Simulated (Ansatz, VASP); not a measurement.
# Two plane-wave programs on C

```
CELL_PARAMETERS angstrom
0.00000 1.77683 1.77683
1.77683 0.00000 1.77683
1.77683 1.77683 0.00000
ATOMIC_POSITIONS crystal
C 0.00000 0.00000 0.00000
C 0.25000 0.25000 0.25000
```

Alike in both runs: task single point; functional PBEsol; k mesh 14 × 14 × 14; no spin polarisation.

|  | VASP | Ansatz |
| --- | --- | --- |
| version | VASP 6.6.1 | Ansatz 0.2.0 |
| potentials or method | VASP PAW PBE potentials, release 64 (C), cutoff 600 eV | scalar-relativistic, plane waves, PAW |
| occupations | gaussian, width 0.01 eV | fixed |
| valence electrons in the cell | 8 | 8 |

|  | VASP | Ansatz | Ansatz less VASP |
| --- | --- | --- | --- |
| gap on the k mesh at the Fermi level (eV) | 4.03 | 4.04 | +0.007 |
| least direct gap on the mesh (eV) | 5.57 | 5.57 | 0.000 |
| pressure (GPa) | 0.5 | 0.0 | -0.50 |

VASP's potentials were made for PBE, not for PBEsol, and Ansatz warns of the same on its side.
